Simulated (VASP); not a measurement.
Wanted: the native input for a VASP 6.6.1 run.

- Task: single point
- Functional: PBE
- Potentials or basis: VASP PAW PBE potentials, release 64 (Mg, O, C, F)
- Cutoff: 520 eV
- k mesh: 2 × 2 × 1
- Occupations: gaussian, width 0.05 eV
- Spin: no spin polarisation
- Dipole correction: no
- Further INCAR settings: LREAL = Auto; ALGO = Normal; EDIFF = 1e-06; NBANDS = 84

The structure of Mg12CO12F4 lies in POSCAR:

```
Mg12CO12F4
1.0
    5.6059430000      0.0000000000      0.0000000000
    2.8029710000      4.8548890000      0.0000000000
    0.0000000000      0.0000000000     16.7215410000
Mg O C F
12 12 1 4
Direct
    0.0000000000      0.0000000000      0.0598031007
    0.0000001407      0.4999998970      0.0598031007
    0.4999999108      0.0000000000      0.0598031007
    0.5000000515      0.4999998970      0.0598031007
    0.6659149675      0.6671530492      0.2121088601
    0.6668860889      0.1665624075      0.2119775325
    0.1667850031      0.6674010467      0.2120984543
    0.1668414803      0.1659115172      0.2120870917
    0.3332027331      0.3335169970      0.3611379478
    0.3331225424      0.8336775568      0.3680588410
    0.8330045083      0.3334830106      0.3627049086
    0.8330468648      0.8338326582      0.3631738845
    0.3333333459      0.8333333677      0.1282362672
    0.3333333082      0.3333332647      0.1282362672
    0.8333332567      0.8333333677      0.1282362672
    0.8333333974      0.3333332647      0.1282362672
   -0.0002342445      0.5002167918      0.2787475748
    0.0002253642     -0.0000529363      0.2801396115
    0.4998566748      0.5004785897      0.2796522163
    0.4998705541     -0.0001979448      0.2797696696
    0.6623678142      0.1697890518      0.4306680228
    0.6757500338      0.6616931922      0.4318941657
    0.1625162396      0.1789027514      0.4315270345
    0.1636329539      0.6585979618      0.4315204562
    0.4524818114      0.3725895690      0.6528151921
    0.2153134142      0.5824802586      0.6274295533
    0.4771713771      0.1348692009      0.6289639214
    0.6629281141      0.3966957844      0.6261796087
    0.4545569686      0.3763637027      0.7342578653
```

The input as run:

INCAR

```
PREC = Accurate ; ENCUT = 520
EDIFF = 1E-6 ; ISMEAR = 0
SIGMA = 0.05 ; LREAL = Auto
LASPH = True ; NELM = 100
ALGO = Normal ; ISIF = 2
LWAVE = False ; LCHARG = False
GGA = PE ; NBANDS = 84
```

KPOINTS

```
regular mesh
0
Gamma
  2 2 1
```

Potentials or basis: VASP PAW PBE potentials, release 64 (Mg, O, C, F).

Launch:

```bash
$ cat potpaw_PBE.64/Mg/POTCAR potpaw_PBE.64/O/POTCAR potpaw_PBE.64/C/POTCAR potpaw_PBE.64/F/POTCAR > POTCAR
$ mpirun -np 1 vasp_std > vasp.out
```

It gave:

```
Largest force          : 0.442 eV/Å
Band gap on the k mesh : zero (bands 64 and 65 overlap by 0.37 eV)
```

Caveat: the k points lie up to 0.65 Å⁻¹ apart.

Run time: 5.7 min on 1 thread of Intel(R) Xeon(R) Platinum 8488C (Sapphire Rapids) (shared host), peak memory 0.55 GiB.
